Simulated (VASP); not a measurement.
A run of VASP 6.6.1:

INCAR

```
SYSTEM = K2S
PREC     = Accurate       ! precision mode
ENCUT    = 500            ! plane-wave cutoff, eV
EDIFF    = 1E-6           ! SCF threshold, eV
ISMEAR   = 0              ! smearing method
SIGMA    = 0.02           ! smearing width, eV
LREAL    = .FALSE.        ! projectors in reciprocal space
LASPH    = .TRUE.         ! aspherical terms in the spheres
NELM     = 120            ! most SCF steps
ALGO     = Normal         ! electronic algorithm
ISIF     = 2              ! what is computed and relaxed
LWAVE    = .FALSE.        ! write WAVECAR
LCHARG   = .FALSE.        ! write CHGCAR
GGA      = PS             ! functional
NBANDS   = 19             ! bands
GGA_COMPAT= .FALSE.
```

Contents of KPOINTS:

```
Automatic mesh
0
G
  6 6 6
  0 0 0
```

File POSCAR:

```
K2S
1.0
    0.0000000000      3.6679087274      3.6679087274
    3.6679087274      0.0000000000      3.6679087274
    3.6679087274      3.6679087274      0.0000000000
K S
2 1
Direct
    0.2500000000      0.2500000000      0.2500000000
    0.7500000000      0.7500000000      0.7500000000
    0.0000000000      0.0000000000      0.0000000000
```

Potentials or basis: VASP PAW PBE potentials, release 64 (K_sv, S).

Launch:

```bash
$ cat potpaw_PBE.64/K_sv/POTCAR potpaw_PBE.64/S/POTCAR > POTCAR
$ mpirun -np 1 vasp_std > vasp.out
```

Hardware: 1 thread of Intel(R) Xeon(R) 6975P-C (Granite Rapids), on a shared host.

How long does it take, and how much memory?

Wall time 18 s on 1 thread of Intel(R) Xeon(R) 6975P-C (Granite Rapids), on a shared host, peak memory 0.24 GiB. Counts: scf iterations 15, k points 16.
